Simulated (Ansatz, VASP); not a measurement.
**SiGe3Ru in VASP and in Ansatz**

```
Si Ge Ru
1.0
     3.69553    0.00000    0.00000
    -1.84777    3.20042    0.00000
     0.00000    0.00000    8.08037
Si Ge Ru
1 3 1
Direct
  0.66667 0.33333 0.00000
  0.33333 0.66667 0.27469
  0.33333 0.66667 0.72531
  0.66667 0.33333 0.50000
  0.33333 0.66667 0.50000
```

Alike in both runs: task relaxation of cell and atoms; functional PBE; k mesh 6 × 6 × 2; occupations gaussian, width 0.1 eV; no spin polarisation.

```csv
,VASP,Ansatz
version,VASP 6.6.1,Ansatz 0.2.0
potentials or method,"VASP PAW PBE potentials, release 64 (Si, Ge_d, Ru_pv), cutoff 600 eV","scalar-relativistic, plane waves, PAW"
valence electrons in the cell,60,62
```

|  | VASP | Ansatz | Ansatz less VASP |
| --- | --- | --- | --- |
| gap on the k mesh at the Fermi level, each at its own relaxed structure (eV) | none | none | - |
| relaxed volume (Å³/atom) | 21.34 | 21.30 | -0.046 |
| relaxed cell length with the largest relative difference (Å) | 7.767 | 7.758 | -0.0088 |

A gap of «none» marks a metal or a gap that the smearing closes. VASP's potentials hold 60 valence electrons a cell and Ansatz's 62, so a difference there can come from the potentials and not from the codes.

The k mesh is coarse, so the values compare programs but aren't converged.
